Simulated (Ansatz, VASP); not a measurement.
**BaS: VASP beside Ansatz**

```
CELL_PARAMETERS angstrom
0.00000 3.19375 3.16181
3.19375 0.00000 3.16181
3.19375 3.19375 0.00000
ATOMIC_POSITIONS crystal
Ba 0.00000 0.00000 0.00000
S 0.50000 0.50000 0.50000
```

Change from the starting cell: zz strain of -1 %.

Alike in both runs: task single point; functional LDA; k mesh 7 × 7 × 7; occupations fermi-dirac, width 0.01 eV; no spin polarisation.

|  | VASP | Ansatz |
| --- | --- | --- |
| version | VASP 6.6.1 | Ansatz 0.2.0 |
| potentials or method | VASP PAW LDA potentials, release 64 (Ba_sv, S), cutoff 520 eV | all-electron LAPW, scalar-relativistic |

Ansatz gave:

* gap on the k mesh at the Fermi level (eV): 2.02
* pressure (GPa): -2.1
* traceless stress, the component that is largest in VASP (GPa): 0.52

Task: Estimate VASP's values.

Result: gap on the k mesh at the Fermi level (eV): 1.92; pressure (GPa): -1.4; traceless stress, the component that is largest in VASP (GPa): 0.58.

LDA's correlation is that of Perdew and Zunger in VASP and of Perdew and Wang (1992) in Ansatz. Ansatz ran all-electron here, and VASP with PAW potentials.

Neither program's run includes spin-orbit coupling.
